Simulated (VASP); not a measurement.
A run of VASP 6.6.1:

The input POSCAR:

```
Al36CN34
1.0
    9.3892708692      0.0000000866      0.0000000000
   -4.6946355096      8.1313470524      0.0000000000
    0.0000000000      0.0000000000     10.0348065929
Al N C
36 34 1
Direct
    0.2198560036      0.1088704138      0.2510664757
    0.1120195820      0.2226131332      0.4993979315
    0.2212264246      0.1097689108      0.7502504034
    0.1106030940      0.2226397582      1.0001548858
    0.2230489998      0.4453828401      0.2511524675
    0.1105753397      0.5548682890      0.5004637326
    0.2214339193      0.4439279566      0.7498757618
    0.1105665657      0.5549061861      1.0000884626
    0.2210557115      0.7765685640      0.2509174642
    0.1102882419      0.8872792636      0.5004367150
    0.2216051499      0.7768938706      0.7500385333
    0.1101868357      0.8874290369      1.0002116168
    0.5552436483      0.1089981242      0.2513977926
    0.4435192417      0.2204597131      0.5010742774
    0.5550947589      0.1097548319      0.7501319057
    0.4439936532      0.2216873708      0.9941659266
    0.5622479054      0.4578849855      0.2525188773
    0.4431372020      0.5543445063      0.5003646273
    0.5550788365      0.4434991163      0.7444428883
    0.4436071239      0.5556548191      0.9968988275
    0.5552847553      0.7779274235      0.2509000569
    0.4431705722      0.8872000216      0.5005506607
    0.5553746998      0.7776459082      0.7498689173
    0.4433376100      0.8875083823      0.9999222957
    0.8884180440      0.1107788101      0.2514049520
    0.7772136229      0.2226603496      0.4995440622
    0.8884803478      0.1104460266      0.7493697737
    0.7782332330      0.2226663927      1.0000477428
    0.8884905677      0.4456656680      0.2511368314
    0.7776379269      0.5544177705      0.5004124038
    0.8889926211      0.4440132753      0.7499881367
    0.7784370167      0.5558826672      0.9972652472
    0.8891600947      0.7778352996      0.2506166450
    0.7767927753      0.8871067151      0.4995021067
    0.8887140103      0.7776790761      0.7499096397
    0.7775094207      0.8889241617      1.0001447420
    0.2202446463      0.1077500950      0.4395535914
    0.1127669110      0.2224937531      0.1908275667
    0.2211115352      0.1105381219      0.9426257972
    0.1112011138      0.2211011527      0.6905866771
    0.2194539046      0.4445441954      0.4406630132
    0.1107862038      0.5549446884      0.1903642322
    0.2206784158      0.4436108341      0.9402704481
    0.1109529480      0.5549083683      0.6909790517
    0.2213278134      0.7769969123      0.4409197810
    0.1117167181      0.8889323815      0.1902992424
    0.2214911122      0.7774019999      0.9406859859
    0.1110691392      0.8882583642      0.6911679313
    0.5534947937      0.1075768641      0.4399289871
    0.5552751604      0.1105570238      0.9423268893
    0.4423963988      0.2177919361      0.6940175135
    0.4434492218      0.5566557159      0.1859989308
    0.5548263262      0.4435445829      0.9401006881
    0.4430612794      0.5560814303      0.6931443928
    0.5541152017      0.7790271078      0.4405185184
    0.4431469611      0.8887990617      0.1901755003
    0.5557333969      0.7788695774      0.9403940752
    0.4440201745      0.8881482608      0.6911825185
    0.8884089304      0.1108971707      0.4409176881
    0.7762650486      0.2226741845      0.1907905289
    0.8885395360      0.1113412559      0.9408719086
    0.7770911365      0.2211999538      0.6906852648
    0.8909435009      0.4445374355      0.4406863892
    0.7801263811      0.5573721841      0.1863619893
    0.8886984993      0.4437315631      0.9403846726
    0.7801904836      0.5562212625      0.6931822455
    0.8906382921      0.7790534222      0.4404123825
    0.7778594381      0.8890878219      0.1908652429
    0.8888517862      0.7789564369      0.9404175508
    0.7776053897      0.8882739671      0.6904142238
    0.5537408870      0.4414768433      0.4405376649
```

File INCAR.step1:

```
SYSTEM = Al36CN34
PREC = Accurate
ENCUT = 520
EDIFF = 1E-5
ISMEAR = -1
SIGMA = 0.01
LREAL = Auto
LASPH = .True.
NELM = 120
ALGO = Normal
ISIF = 2
LWAVE = .True.
LCHARG = .False.
NBANDS = 182
GGA = PE
GGA_COMPAT = .False.
ISYM = -1
```

File INCAR.step2:

```
SYSTEM = Al36CN34
PREC = Accurate
ENCUT = 520
EDIFF = 1E-6
ISMEAR = -1
SIGMA = 0.01
LREAL = Auto
LASPH = .True.
NELM = 120
ALGO = Normal
ISIF = 2
LWAVE = .False.
LCHARG = .False.
GGA = PE
LHFCALC = .True.
HFSCREEN = 0.2079
PRECFOCK = Fast
NBANDS = 182
ISTART = 1
GGA_COMPAT = .False.
ISYM = -1
```

File KPOINTS:

```
explicit points
1
Reciprocal
  0.25000000   0.25000000   0.25000000 1
```

Potentials or basis: VASP PAW PBE potentials, release 64 (Al, N, C).

Command:

```console
$ cat potpaw_PBE.64/Al/POTCAR potpaw_PBE.64/N/POTCAR potpaw_PBE.64/C/POTCAR > POTCAR
$ cp INCAR.step1 INCAR
$ mpirun -np 1 vasp_std > vasp.out
$ cp INCAR.step2 INCAR
$ mpirun -np 1 vasp_std > vasp.out
```

Hardware: 1 thread of Intel(R) Xeon(R) 6975P-C (Granite Rapids), with other jobs on the host.

**Question.** How long does it take, and how much memory?

**Answer.** Run time: 18 min on 1 thread of Intel(R) Xeon(R) 6975P-C (Granite Rapids), on a shared host, peak memory 1.1 GiB. Counts: k points 1.
